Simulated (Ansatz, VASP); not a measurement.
HfB: VASP beside Ansatz

```
CELL_PARAMETERS angstrom
3.47223 0.00000 0.00000
-1.73611 3.00704 0.00000
0.00000 0.00000 2.89258
ATOMIC_POSITIONS crystal
Hf 0.00000 0.00000 0.00000
B 0.66667 0.33333 0.50000
```

Change from the starting cell: species swapped into the WC type (P-6m2, No. 187).

Alike in both runs: functional PBE; k mesh 6 × 6 × 6; occupations gaussian, width 0.1 eV; no spin polarisation.

Ansatz relaxed the structure, and its values are those at the end. VASP's run is a single point on that final structure, the one shown.

|  | VASP | Ansatz |
| --- | --- | --- |
| version | VASP 6.6.1 | Ansatz 0.2.0 |
| potentials or method | VASP PAW PBE potentials, release 64 (Hf_pv, B), cutoff 520 eV | scalar-relativistic, plane waves, PAW |
| valence electrons in the cell | 13 | 29 |

|  | VASP | Ansatz | Ansatz less VASP |
| --- | --- | --- | --- |
| gap on the k mesh at the Fermi level (eV) | none | none | - |
| pressure (GPa) | -0.1 | 0.2 | +0.29 |

A gap of «none» marks a metal or a gap that the smearing closes. VASP's potentials hold 13 valence electrons a cell and Ansatz's 29, so a difference there can come from the potentials and not from the codes.

The k mesh is coarse, so the values compare programs but aren't converged. Spin-orbit coupling is off throughout.
